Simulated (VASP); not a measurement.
SnSe2, 3 atoms in the cell. It takes space group C2/m (No. 12, monoclinic). Conventional cell: a = 6.685 Å, b = 3.764 Å, c = 6.557 Å, α = 90.00°, β = 90.00°, γ = 90.00°. Sn (site symmetry 2/m) has 6 Se at 2.70 to 2.73 Å within 3.6 Å. Within 3.6 Å of Se (site symmetry m) lie 3 Sn at 2.70 to 2.73 Å.  This cell differs from its parent crystal: uniaxial strain along a: -2.0 %.

* Program: VASP 6.6.1
* Task: single point
* Functional: r2SCAN
* Potentials or basis: VASP PAW PBE potentials, release 64 (Sn_d, Se)
* Cutoff: 520 eV
* k mesh: 12 × 12 × 4
* Occupations: gaussian, width 0.02 eV
* Spin: no spin polarisation
* Dipole correction: no
* Further INCAR settings: ALGO = Normal; EDIFF = 1e-06; NBANDS = 20

Potentials or basis: VASP PAW PBE potentials, release 64 (Sn_d, Se).

Launch:

```sh
$ cat potpaw_PBE.64/Sn_d/POTCAR potpaw_PBE.64/Se/POTCAR > POTCAR
$ cp INCAR.step1 INCAR
$ mpirun -np 1 vasp_std > vasp.out
$ cp INCAR.step2 INCAR
$ mpirun -np 1 vasp_std > vasp.out
```

Hardware: 1 thread of Intel(R) Xeon(R) 6975P-C (Granite Rapids), with other jobs on the host.

Question: How long does it take, and how much memory?

Answer: It took 8.2 min on 1 thread of Intel(R) Xeon(R) 6975P-C (Granite Rapids), with other jobs on the host, peak memory 0.4 GiB. Counts: k points 164.
